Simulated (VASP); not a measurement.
Crystal: MoSe2.

```
Mo Se
1.0
     3.42054    0.00000    0.00000
    -1.71027    2.96228    0.00000
     0.00000    0.00000   15.27427
Mo Se
2 4
Direct
  0.66667 0.33333 0.75000
  0.33333 0.66667 0.25000
  0.33333 0.66667 0.85975
  0.66667 0.33333 0.35975
  0.33333 0.66667 0.64025
  0.66667 0.33333 0.14025
```

This cell differs from its parent crystal: equal strain along all axes, cell held: +3.0 %.

| Item | Value |
| --- | --- |
| Program | VASP 6.6.1 |
| Task | relaxation of the atoms |
| Functional | PBE |
| Potentials or basis | VASP PAW PBE potentials, release 64 (Mo_sv, Se) |
| Cutoff | 450 eV |
| k mesh | 9 × 9 × 2 |
| Occupations | gaussian, width 0.02 eV |
| Spin | no spin polarisation |

At the start: pressure -5.3 GPa; volume 25.79 Å³/atom.

Question: How do energy, volume and symmetry change on relaxing?

Answer: Over 3 steps the energy falls by 7.5 meV/atom; space group P6_3/mmc (No. 194, to 0.1 Å) before and after.

The path:
```csv
step,energy change (eV),largest force (eV/Å),pressure (GPa)
1,0.0000,0.5733,-5.32
2,-0.0413,0.1663,-3.78
3,-0.0449,0.0027,-3.17
```

Final structure:
```yaml
crystal:
  lattice:
    - [3.42054, 0.00000, 0.00000]
    - [-1.71027, 2.96228, 0.00000]
    - [0.00000, 0.00000, 15.27427]
  atoms:
    - { symbol: Mo, position: [0.66667, 0.33333, 0.75000] }
    - { symbol: Mo, position: [0.33333, 0.66667, 0.25000] }
    - { symbol: Se, position: [0.33333, 0.66667, 0.85725] }
    - { symbol: Se, position: [0.66667, 0.33333, 0.35725] }
    - { symbol: Se, position: [0.33333, 0.66667, 0.64275] }
    - { symbol: Se, position: [0.66667, 0.33333, 0.14275] }
```

Caveat: the cell differs from its parent crystal (equal strain along all axes, cell held: +3.0 %); this functional lacks dispersion, which binds the layers, so the pressure and a relaxed spacing across them are unreliable.
